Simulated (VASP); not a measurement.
# Cr (Cmcm) in VASP: further runs

Runs on Cr. Level: PBEsol. Tasks: single point.

All numbers are computed with VASP 6.6.1; they aren't measurements. Logs are shortened: lines on timing, memory, paths and dates and some standing lists are left out, and cuts for length are marked.

## Step 1: The cell of the first run

Symmetry: Cmcm, No. 63, orthorhombic system. Conventional cell: a = 2.324 Å, b = 4.999 Å, c = 4.118 Å, α = 90.00°, β = 90.00°, γ = 90.00°. Cr (site symmetry m2m) has 12 Cr at 2.32 to 2.76 Å within 3.1 Å.

## Step 2: Single point, PBEsol, collinear spin, ferromagnetic start

INCAR

```
  ALGO = Normal
  EDIFF = 1E-6
  ENCUT = 520
  GGA = PS
  ISIF = 2
  ISMEAR = -1
  ISPIN = 2
  LASPH = T
  LCHARG = F
  LMAXMIX = 4
  LORBIT = 11
  LREAL = F
  LWAVE = F
  MAGMOM = 3 3
  NBANDS = 23
  NELM = 150
  PREC = Accurate
  SIGMA = 0.05
```

KPOINTS

```
k-points
0
Gamma
  13 13 7
```

POSCAR

```
Cr
1.0
    1.1621450058     -2.4994896998      0.0000000000
    1.1621450058      2.4994896998      0.0000000000
    0.0000000000      0.0000000000      4.1177946463
Cr
2
Direct
    0.8705325800      0.1294674200      0.7500000000
    0.1294674200      0.8705325800      0.2500000000
```

Potentials or basis: VASP PAW PBE potentials, release 64 (Cr_pv).

Launch:

```
$ cat potpaw_PBE.64/Cr_pv/POTCAR > POTCAR
$ mpirun -np 1 vasp_std > vasp.out
```

OUTCAR:

```text
EDIFF = 1E-6
   ENCUT = 520
   GGA = PS
   ISIF = 2
   ISMEAR = -1
   ISPIN = 2
   LASPH = T
   LORBIT = 11
   LREAL = F
   NELM = 150
   PREC = Accurate

 ion  position               nearest neighbor table
   1  0.871  0.129  0.750-   2 2.43   2 2.43   2 2.65   2 2.65   2 2.65   2 2.65
   2  0.129  0.871  0.250-   1 2.43   1 2.43   1 2.65   1 2.65   1 2.65   1 2.65

  LATTYP: Found a base centered orthorhombic cell.
 ALAT       =     2.3242900116
 B/A-ratio  =     2.1507554456
 C/A-ratio  =     1.7716354783

  Lattice vectors:

 A1 = (   1.1621450058,  -2.4994896998,   0.0000000000)
 A2 = (   1.1621450058,   2.4994896998,   0.0000000000)
 A3 = (   0.0000000000,   0.0000000000,   4.1177946463)

Analysis of symmetry for initial positions (statically):
=====================================================================
 Subroutine PRICEL returns:
 Original cell was already a primitive cell.

 Routine SETGRP: Setting up the symmetry group for a
 base centered orthorhombic supercell.

 Subroutine GETGRP returns: Found  8 space group operations
 (whereof  4 operations were pure point group operations)
 out of a pool of  8 trial point group operations.

The static configuration has the point symmetry C_2h.
 The point group associated with its full space group is D_2h.

Analysis of symmetry for dynamics (positions and initial velocities):
=====================================================================
 Subroutine PRICEL returns:
 Original cell was already a primitive cell.

 Routine SETGRP: Setting up the symmetry group for a
 base centered orthorhombic supercell.

 Subroutine GETGRP returns: Found  8 space group operations
 (whereof  4 operations were pure point group operations)
 out of a pool of  8 trial point group operations.

The dynamic configuration has the point symmetry C_2h.
 The point group associated with its full space group is D_2h.

Analysis of structural, dynamic, and magnetic symmetry:
=====================================================================
 Subroutine PRICEL returns:
 Original cell was already a primitive cell.

 Routine SETGRP: Setting up the symmetry group for a
 base centered orthorhombic supercell.

 Subroutine GETGRP returns: Found  8 space group operations
 (whereof  4 operations were pure point group operations)
 out of a pool of  8 trial point group operations.

The overall configuration has the point symmetry C_2h.
 The point group associated with its full space group is D_2h.

 Subroutine INISYM returns: Found  8 space group operations
 (whereof  4 operations are pure point group operations),
 and found     1 'primitive' translations

----------------------------------------------------------------------------------------

                                     Primitive cell

  volume of cell :      23.9225

  direct lattice vectors                    reciprocal lattice vectors
     1.162145006 -2.499489700  0.000000000     0.430238910 -0.200040832  0.000000000
     1.162145006  2.499489700  0.000000000     0.430238910  0.200040832  0.000000000
     0.000000000  0.000000000  4.117794646     0.000000000  0.000000000  0.242848439

  length of vectors
     2.756452389  2.756452389  4.117794646     0.474470077  0.474470077  0.242848439

  position of ions in fractional coordinates (direct lattice)
     0.870532580  0.129467420  0.750000000
     0.129467420  0.870532580  0.250000000

  ion indices of the primitive-cell ions
   primitive index   ion index
                 1           1
                 2           2

----------------------------------------------------------------------------------------

 KPOINTS: k-points

Automatic generation of k-mesh.
 Grid dimensions read from file:
 generate k-points for:   13   13    7

 Generating k-lattice:

  Cartesian coordinates                     Fractional coordinates (reciprocal lattice)
     0.033095301 -0.015387756  0.000000000     0.076923077  0.000000000  0.000000000
     0.033095301  0.015387756  0.000000000     0.000000000  0.076923077  0.000000000
     0.000000000  0.000000000  0.034692634     0.000000000  0.000000000  0.142857143

  Length of vectors
     0.036497698  0.036497698  0.034692634

  Shift w.r.t. Gamma in fractional coordinates (k-lattice)
     0.000000000  0.000000000  0.000000000

 Subroutine IBZKPT returns following result:
 ===========================================

 Found    196 irreducible k-points:

 Following reciprocal coordinates:
            Coordinates               Weight
  0.000000  0.000000  0.000000      1.000000
  0.076923 -0.000000  0.000000      4.000000
  0.153846  0.000000  0.000000      4.000000
  0.230769 -0.000000  0.000000      4.000000
  0.307692  0.000000  0.000000      4.000000
  0.384615 -0.000000  0.000000      4.000000
[... 16 lines left out ...]
  0.384615  0.153846  0.000000      4.000000
  0.461538  0.153846  0.000000      4.000000
 [... further k-points ...]
   k-points           NKPTS =    196   k-points in BZ     NKDIM =    196   number of bands    NBANDS=     23
   number of dos      NEDOS =    301   number of ions     NIONS =      2
   total plane-waves  NPLWV =  18432
   dimension x,y,z NGX =    24 NGY =   24 NGZ =   32
   dimension x,y,z NGXF=    48 NGYF=   48 NGZF=   64
   ions per type =               2
   NGX,Y,Z   is equivalent  to a cutoff of  14.47, 14.47, 12.92 a.u.
   NGXF,Y,Z  is equivalent  to a cutoff of  28.95, 28.95, 25.84 a.u.
 SYSTEM =  unknown system
   PREC   = accura    normal or accurate (medium, high low for compatibility)
   ISTART =      0    job   : 0-new  1-cont  2-samecut
   ICHARG =      2    charge: 1-file 2-atom 10-const
   ISPIN  =      2    spin polarized calculation?
   LNONCOLLINEAR =      F non collinear calculations
   LSORBIT =      F    spin-orbit coupling
   LASPH  =      T    aspherical Exc in radial PAW
   ENCUT  =  520.0 eV  38.22 Ry    6.18 a.u.   5.13  5.13  7.66*2*pi/ulx,y,z
   NELM   =    150;   NELMIN=  2; NELMDL= -5     # of ELM steps
   EDIFF  = 0.1E-05   stopping-criterion for ELM
   LREAL  =      F    real-space projection
   EDIFFG = 0.1E-04   stopping-criterion for IOM
   NSW    =      0    number of steps for IOM
   IBRION =     -1    ionic relax: 0-MD 1-quasi-New 2-CG
   NFREE  =      0    steps in history (QN), initial steepest desc. (CG)
   ISIF   =      2    stress and relaxation
   ISYM   =      2    0-nonsym 1-usesym 2-fastsym
   POTIM  = 0.5000    time-step for ionic-motion
   TEBEG  =    0.0;   TEEND  =   0.0 temperature during run
   PSTRESS=    0.0 pullay stress
   NELECT =      24.0000    total number of electrons
   NUPDOWN=      -1.0000    fix difference up-down
   EMIN   =  10.00;   EMAX   =-10.00  energy-range for DOS
   EFERMI =   0.00;   METHOD = LEGACY
   ISMEAR =    -1;   SIGMA  =   0.05  broadening in eV -4-tet -1-fermi 0-gaus
   EFERMI_NEDOS =   21; number of points for ismear=-14 and -15
   IALGO  =     38    algorithm
   IMIX   =      4    mixing-type and parameters
     AMIX     =   0.40;   BMIX     =  1.00
     AMIX_MAG =   1.60;   BMIX_MAG =  1.00
  volume/ion in A,a.u.               =      11.96        80.72
  Fermi-wavevector in a.u.,A,eV,Ry     =   1.638865  3.097005 36.543586  2.685878
  Thomas-Fermi vector in A             =   2.729766
   LORBIT       =     11    0 simple, 1 ext, 2 COOP (PROOUT), +10 PAW based schemes
   GGA     = PS    functional components
   LHFCALC =     F    Hartree Fock is set to
   AEXX    =    0.0000 exact exchange contribution
   IVDW    =     0    specifies the selected vdW correction
   LEPSILON=     F    determine dielectric tensor
   LRPA    =     F    only Hartree local field effects (RPA)
 spin polarized calculation
  energy-cutoff  :      520.00
  volume of cell :       23.92
 maximum number of plane-waves:       662
 NGX is ok and might be reduce to    24
   NGX = 11   NGY = 11   NGZ = 15

 number of electron      23.9999994 magnetization       0.0614686

 number of electron      23.9999994 magnetization      -0.0013531

 Free energy of the ion-electron system (eV)
  ---------------------------------------------------
  ext. energy  EPLUGINS =         0.00000000
  ---------------------------------------------------
  free energy    TOTEN  =       -19.77962957 eV

  energy without entropy =      -19.75478609  energy(sigma->0) =      -19.76720783

 E-fermi :  10.2955     XC(G=0): -13.6018

 val. band max:       10.2948780745   @ k =   0.3077   0.0000   0.4286
 cond. band min:      10.2971017334   @ k =   0.2308   0.0769   0.4286
 fundamental gap:      0.0022236589
 Fermi energy:        10.2954965398

 spin component 1

 k-point     1 :       0.0000    0.0000    0.0000
  band No.  band energies     occupation
      1     -32.9820      1.00000
      2     -32.4987      1.00000
      3     -32.2751      1.00000
      4     -32.1241      1.00000
      5     -32.0432      1.00000
      6     -32.0331      1.00000
[... 15 lines left out ...]
     22      25.8193      0.00000
     23      30.5088      0.00000
[... 575 lines left out ...]
      1     -33.0547      1.00000
      2     -32.9188      1.00000
      3     -32.6241      1.00000
      4     -32.5548      1.00000
      5     -32.4027      1.00000
      6     -32.2143      1.00000
[... 15 lines left out ...]
     22      21.7042      0.00000
     23      22.5070      0.00000

 [... further k-points ...]

 spin component 2

 k-point     1 :       0.0000    0.0000    0.0000
  band No.  band energies     occupation
      1     -32.9827      1.00000
      2     -32.4994      1.00000
      3     -32.2758      1.00000
      4     -32.1248      1.00000
      5     -32.0438      1.00000
      6     -32.0336      1.00000
[... 15 lines left out ...]
     22      25.8190      0.00000
     23      30.5087      0.00000
[... 575 lines left out ...]
      1     -33.0553      1.00000
      2     -32.9193      1.00000
      3     -32.6248      1.00000
      4     -32.5555      1.00000
      5     -32.4034      1.00000
      6     -32.2150      1.00000
[... 15 lines left out ...]
     22      21.7038      0.00000
     23      22.5066      0.00000

 [... further k-points ...]

------------------------ aborting loop because EDIFF is reached ----------------------------------------

  FORCE on cell =-STRESS in cart. coord.  units (eV):
  Direction    XX          YY          ZZ          XY          YZ          ZX
  --------------------------------------------------------------------------------------
  -------------------------------------------------------------------------------------
  Total       -1.8713845     -2.0243435     -1.2042434      0.0000000      0.0000000      0.0000000
  in kB     -125.3335258   -135.5777526    -80.6526247      0.0000000      0.0000000      0.0000000
  external PRESSURE =    -113.8546344 kB  Pullay stress =       0.0000000 kB

 VOLUME and BASIS-vectors are now :
 -----------------------------------------------------------------------------
  energy-cutoff  :      520.00
  volume of cell :       23.92
      direct lattice vectors                 reciprocal lattice vectors
     1.162145006 -2.499489700  0.000000000     0.430238910 -0.200040832  0.000000000
     1.162145006  2.499489700  0.000000000     0.430238910  0.200040832  0.000000000
     0.000000000  0.000000000  4.117794646     0.000000000  0.000000000  0.242848439

 POSITION                                       TOTAL-FORCE (eV/Angst)
 -----------------------------------------------------------------------------------
      1.16215     -1.85228      3.08835         0.000000      0.154082     -0.000000
      1.16215      1.85228      1.02945         0.000000     -0.154082      0.000000
 -----------------------------------------------------------------------------------
    total drift:                                0.000000     -0.000000      0.000000

  FREE ENERGIE OF THE ION-ELECTRON SYSTEM (eV)
  ---------------------------------------------------
  free  energy   TOTEN  =       -19.7796295673 eV

  energy  without entropy=      -19.7547860890  energy(sigma->0) =      -19.76720783

 total charge

# of ion       s       p       d       tot
------------------------------------------
    1        0.421   6.372   4.232  11.025
    2        0.421   6.372   4.232  11.025
--------------------------------------------------
tot          0.843  12.743   8.463  22.049

 magnetization (x)

# of ion       s       p       d       tot
------------------------------------------
    1       -0.000  -0.000  -0.000  -0.000
    2       -0.000  -0.000  -0.000  -0.000
--------------------------------------------------
tot         -0.000  -0.000  -0.001  -0.001
```

It took 2.5 min on 1 thread of Intel Xeon 6975P-C, shared host; peak memory 0.27 GiB.

Results:

```
Free energy                                           : -19.7796 eV
Pressure                                              : -11.4 GPa
Largest force                                         : 0.154 eV/Å
Band gap on the k mesh                                : zero (filled and empty bands overlap)
Net moment                                            : 0.00 μB per cell
Valence electrons inside the program's atomic spheres : Cr 11.03
```

Forces in eV/Å, atoms in the order of the input:
```
Cr   0.000  0.154  0.000
Cr   0.000 -0.154  0.000
```

Levels at points of the mesh, in eV from the Fermi level:
Spin up:
```
           k point  band 9  band 10  band 11  band 12  band 13  band 14  band 15  band 16
(0.00, 0.00, 0.00)   -2.05    -1.82    -0.80     0.18     0.92     0.97     1.01     1.61
```
Spin down:
| k point | band 8 | band 9 | band 10 | band 11 | band 12 | band 13 | band 14 | band 15 | band 16 | band 17 |
| --- | --- | --- | --- | --- | --- | --- | --- | --- | --- | --- |
| (0.00, 0.00, 0.00) | -4.15 | -2.05 | -1.82 | -0.80 | 0.18 | 0.92 | 0.97 | 1.01 | 1.61 | 1.76 |

Caveat: the starting moments collapsed, and a magnetic state may lie lower; the PAW data sets were made with another functional, which shifts forces and pressure a little.

## Step 3: Single point, PBEsol, collinear spin, ferromagnetic start

This run uses another cell than the first one, of 12.19 Å³/atom, 1.019 times its volume.

INCAR

```
SYSTEM = Cr
ALGO     = Fast           ! electronic algorithm
EDIFF    = 1E-6           ! SCF threshold, eV
ENCUT    = 520            ! plane-wave cutoff, eV
GGA      = PS             ! functional
ISIF     = 2              ! what is computed and relaxed
ISMEAR   = -1             ! smearing method
ISPIN    = 2              ! spin polarisation
LASPH    = .TRUE.         ! aspherical terms in the spheres
LCHARG   = .FALSE.        ! write CHGCAR
LMAXMIX  = 4              ! l up to which the mixer works
LORBIT   = 11             ! projections on sites
LREAL    = .FALSE.        ! projectors in reciprocal space
LWAVE    = .FALSE.        ! write WAVECAR
MAGMOM   = 3 3            ! initial moments
NBANDS   = 23             ! bands
NELM     = 150            ! most SCF steps
PREC     = Accurate       ! precision mode
SIGMA    = 0.05           ! smearing width, eV
```

KPOINTS

```
k-points
0
G
  13 13 7
  0 0 0
```

POSCAR

```
Cr
1.0
    1.1695474029     -2.5154104456      0.0000000000
    1.1695474029      2.5154104456      0.0000000000
    0.0000000000      0.0000000000      4.1440233448
Cr
2
Direct
    0.8705325800      0.1294674200      0.7500000000
    0.1294674200      0.8705325800      0.2500000000
```

Potentials or basis: VASP PAW PBE potentials, release 64 (Cr_pv).

Launch:

```
$ cat potpaw_PBE.64/Cr_pv/POTCAR > POTCAR
$ mpirun -np 1 vasp_std > vasp.out
```

Run time: 2.7 min. Hardware: 1 thread of Intel Xeon 6975P-C, shared host; peak memory 0.27 GiB.

The run converged. Its results:

| Quantity | Value |
| --- | --- |
| Free energy | -19.7417 eV |
| Pressure | -15.3 GPa |
| Largest force | 0.141 eV/Å |
| Band gap on the k mesh | zero (filled and empty bands overlap) |
| Net moment | 0.00 μB per cell |
| Valence electrons inside the program's atomic spheres | Cr 10.99 |

Forces in eV/Å, atoms in the order of the input:
```
Cr   0.000  0.141  0.000
Cr   0.000 -0.141  0.000
```

Stress tensor (GPa, compression positive):
```
-16.61   0.00   0.00
  0.00 -17.16   0.00
  0.00   0.00 -12.07
```

Levels at points of the mesh, in eV from the Fermi level:
Spin up:
```csv
k point,band 8,band 9,band 10,band 11,band 12,band 13,band 14,band 15,band 16,band 17
"(0.00, 0.00, 0.00)",-4.06,-2.00,-1.78,-0.78,0.18,0.89,0.95,0.98,1.58,1.72
```
Spin down:
```tsv
k point	band 9	band 10	band 11	band 12	band 13	band 14	band 15	band 16
(0.00, 0.00, 0.00)	-2.00	-1.78	-0.78	0.18	0.89	0.95	0.98	1.57
```

Caveat: the starting moments collapsed, and a magnetic state may lie lower; the PAW data sets were made with another functional, which shifts forces and pressure a little.
